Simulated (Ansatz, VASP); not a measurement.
YPtC4N4: VASP beside Ansatz

The input INCAR:

```
SYSTEM = YPtC4N4
PREC = Accurate ; ENCUT = 600
EDIFF = 1E-7 ; ISMEAR = 0
SIGMA = 0.1 ; LREAL = .False.
LASPH = .True. ; NELM = 100
ALGO = Normal ; ISIF = 3
LWAVE = .False. ; LCHARG = .False.
GGA = PE ; IBRION = 2
NSW = 90 ; EDIFFG = -0.04
```

The input KPOINTS:

```
Automatic mesh
0
Gamma
  2 2 4
  0 0 0
```

POSCAR

```
YPtC4N4
1.0
    7.4910892400      0.0000000000      0.0000000000
    0.0000000000      7.4910892400      0.0000000000
    0.0000000000      0.0000000000      4.2893071600
Y Pt C N
1 1 4 4
Direct
    0.5000000000      0.5000000000      0.0000000000
    0.0000000000      0.0000000000      0.0000000000
    0.1809514800      0.8190485200      0.0000000000
    0.8190485200      0.1809514800      0.0000000000
    0.1809514800      0.1809514800      0.0000000000
    0.8190485200      0.8190485200      0.0000000000
    0.2913913500      0.7086086500      0.0000000000
    0.7086086500      0.2913913500      0.0000000000
    0.2913913500      0.2913913500      0.0000000000
    0.7086086500      0.7086086500      0.0000000000
```

Input for Ansatz:

```yaml
crystal:
  lattice:
    - [7.49108924, 0.0, 0.0]
    - [0.0, 7.49108924, 0.0]
    - [0.0, 0.0, 4.28930716]
  atoms:
    - { symbol: "Y", position: [0.5, 0.5, 0.0] }
    - { symbol: Pt, position: [0.0, 0.0, 0.0] }
    - { symbol: C, position: [0.18095148, 0.81904852, 0.0] }
    - { symbol: C, position: [0.81904852, 0.18095148, 0.0] }
    - { symbol: C, position: [0.18095148, 0.18095148, 0.0] }
    - { symbol: C, position: [0.81904852, 0.81904852, 0.0] }
    - { symbol: "N", position: [0.29139135, 0.70860865, 0.0] }
    - { symbol: "N", position: [0.70860865, 0.29139135, 0.0] }
    - { symbol: "N", position: [0.29139135, 0.29139135, 0.0] }
    - { symbol: "N", position: [0.70860865, 0.70860865, 0.0] }
basis:
  ecutwfc: 420
kpoints:
  mp_grid: { grid: [2, 2, 4] }
hamiltonian:
  xc: pbe
scf:
  occupations: { method: gaussian, width: 0.1 }
  lower_state_search: "off"
output:
  forces: true
  stress: true
  eigenvalues: true
relax:
  adjacent_minimum: "off"
  f_tol: 0.04
  max_steps: 70
  cell: { stress_tol: 0.4 }
```

Alike in both runs: task relaxation of cell and atoms; functional PBE; k mesh 2 × 2 × 4; occupations gaussian, width 0.1 eV; no spin polarisation.

```csv
,VASP,Ansatz
version,VASP 6.6.1,Ansatz 0.2.0
potentials or method,"VASP PAW PBE potentials, release 64 (Y_sv, Pt, C, N), cutoff 600 eV","scalar-relativistic, plane waves, PAW"
valence electrons in the cell,57,65
```

```csv
,VASP,Ansatz,Ansatz less VASP
"gap on the k mesh at the Fermi level, each at its own relaxed structure (eV)",none,none,-
relaxed volume (Å³/atom),22.11,22.50,+0.388
relaxed length of the cell vector where the two differ most in proportion (Å),3.710,3.771,+0.0608
```

A gap of «none» marks a metal or a gap that the smearing closes. VASP's potentials hold 57 valence electrons a cell and Ansatz's 65, so a difference there can come from the potentials and not from the codes.

The k mesh is coarse, so the values compare programs but aren't converged. Spin-orbit coupling is off throughout. Noted on VASP's run: the standard files for N, O and F lose accuracy on very short bonds.
